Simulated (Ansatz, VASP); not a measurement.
One calculation of ZnSe, two programs

```
Zn Se
1.0
     0.00000    2.83380    2.77712
     2.83380    0.00000    2.77712
     2.83380    2.83380    0.00000
Zn Se
1 1
Direct
  0.00000 0.00000 0.00000
  0.75000 0.75000 0.75000
```

Change from the starting cell: zz strain of -2 %, crystal datasets.

Alike in both runs: task electric field gradients; functional PBE; k mesh 8 × 8 × 8; occupations fermi-dirac, width 0.03 eV; no spin polarisation.

|  | VASP | Ansatz |
| --- | --- | --- |
| version | VASP 6.6.1 | Ansatz 0.2.0 |
| potentials or method | VASP PAW PBE potentials, release 64 (Zn, Se), cutoff 520 eV | all-electron PAW with datasets made for the crystal, scalar-relativistic |

|  | VASP | Ansatz | Ansatz less VASP |
| --- | --- | --- | --- |
| gap on the k mesh at the Fermi level (eV) | 1.32 | 1.32 | 0.000 |
| pressure (GPa) | 3.8 | 3.5 | -0.25 |
| traceless stress, the component that is largest in VASP (GPa) | 0.42 | 0.43 | +0.004 |
| size of Vzz on the site where it differs most (V/Å²) | 8.2 | 8.5 | +0.33 |

Ansatz ran all-electron here, and VASP with PAW potentials.
